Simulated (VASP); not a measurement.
Set up this calculation in VASP 6.6.1, as the native input.

```
Task                   : single point
Functional             : PBE
Potentials or basis    : VASP PAW PBE potentials, release 64 (Ni, Mo_sv, Pd, Ir, W_sv)
Cutoff                 : 520 eV
k mesh                 : 8 × 8 × 1
Occupations            : fermi-dirac, width 0.05 eV
Spin                   : collinear spin, ferromagnetic start
Starting moments       : [1.0, 1.0, 1.0, 1.0, 0.0, 0.0, 0.6, 0.6, 0.0, 0.0] μB
Dipole correction      : no
Further INCAR settings : ALGO = Fast; EDIFF = 1e-07; NBANDS = 72
```

The structure of NiMoIrPdW lies in POSCAR:

```
NiMoIrPdW
1.0
    2.7713816118      0.0000028873      0.0000000000
   -1.3856933064      2.4000854357      0.0000000000
    0.0000000000      0.0000000000     22.0167995277
Ni Mo Pd Ir W
2 2 2 2 2
Direct
    0.3333333333      0.6666666667      0.8508365816
    0.6666666667      0.3333333333      0.1491634184
    0.6666666667      0.3333333333      0.7604277006
    0.3333333333      0.6666666667      0.2395722994
    0.3333333333      0.6666666667      0.0532750461
    0.6666666667      0.3333333333      0.9467249539
    0.3333333333      0.6666666667      0.6581729426
    0.6666666667      0.3333333333      0.3418270574
    0.3333333333      0.6666666667      0.4441140520
    0.6666666667      0.3333333333      0.5558859480
```

One way to write it, as run:

INCAR

```
  PREC = Accurate
  ENCUT = 520
  EDIFF = 1E-7
  ISMEAR = -1
  SIGMA = 0.05
  LREAL = F
  LASPH = T
  NELM = 150
  ALGO = Fast
  ISIF = 2
  LWAVE = F
  LCHARG = F
  ISPIN = 2
  MAGMOM = 1 1 1 1 0 0 0.6 0.6 0 0
  LORBIT = 11
  LMAXMIX = 4
  GGA = PE
  NBANDS = 72
```

KPOINTS

```
regular mesh
0
Gamma
  8 8 1
```

Potentials or basis: VASP PAW PBE potentials, release 64 (Ni, Mo_sv, Pd, Ir, W_sv).

Run with:

```sh
$ cat potpaw_PBE.64/Ni/POTCAR potpaw_PBE.64/Mo_sv/POTCAR potpaw_PBE.64/Pd/POTCAR potpaw_PBE.64/Ir/POTCAR potpaw_PBE.64/W_sv/POTCAR > POTCAR
$ mpirun -np 1 vasp_std > vasp.out
```

It gave:

- Pressure: 0.3 GPa
- Largest force: 0.025 eV/Å
- Band gap on the k mesh: zero (filled and empty bands overlap)
- Net moment: 0.00 μB per cell
- Valence electrons inside the program's atomic spheres: Ni 9.21; Mo 12.51; Pd 9.41; Ir 8.40; W 12.07

Caveat: the moments typed at the start vanished in this run; spin-orbit coupling is left out, which moves the levels of the heavy elements.

It took 24 min on 1 thread of AMD EPYC 7R43 64-Core Processor (Zen 3), on a shared host, peak memory 0.47 GiB.
